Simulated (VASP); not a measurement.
A run of VASP 6.6.1 is set up as follows.

File INCAR:

```
SYSTEM = SiC
PREC = Accurate
ENCUT = 520
EDIFF = 1E-6
ISMEAR = 0
SIGMA = 0.01
LREAL = .FALSE.
LASPH = .TRUE.
NELM = 60
ALGO = Normal
ISIF = 2
LWAVE = .FALSE.
LCHARG = .FALSE.
GGA = PE
NBANDS = 26
```

The input KPOINTS:

```
Automatic mesh
0
G
  12 12 2
  0 0 0
```

POSCAR

```
SiC
1.0
    3.0756941500      0.0000000000      0.0000000000
   -1.5378470700      2.6636292700      0.0000000000
    0.0000000000      0.0000000000     10.0706464800
Si C
4 4
Direct
    0.6666666685      0.3333333283      0.9378419795
    0.3333333264      0.6666666679      0.4378419795
    0.0000000000      0.0000000000      0.6878943803
    0.0000000000      0.0000000000      0.1878943803
    0.6666666685      0.3333333283      0.7498025896
    0.3333333264      0.6666666679      0.2498025896
    0.0000000000      0.0000000000      0.5004600499
    0.0000000000      0.0000000000      0.0004600499
```

Potentials or basis: VASP PAW PBE potentials, release 64 (Si, C).

Launch:

```bash
$ cat potpaw_PBE.64/Si/POTCAR potpaw_PBE.64/C/POTCAR > POTCAR
$ mpirun -np 1 vasp_std > vasp.out
```

Problem. Estimate the band gap on the k mesh.

Solution. 2.23 eV, indirect (least direct gap 3.35 eV).

Problem. What does it give for the largest force?

Solution. 0.004 eV/Å.

Forces in eV/Å, atoms in the order of the input:
```
Si   0.000  0.000 -0.003
Si   0.000  0.000 -0.003
Si   0.000  0.000  0.000
Si   0.000  0.000  0.000
C    0.000  0.000  0.004
C    0.000  0.000  0.004
C    0.000  0.000 -0.001
C    0.000  0.000 -0.001
```

A k mesh can miss the band edges. As with any semilocal functional, this PBE gap is likely too small.
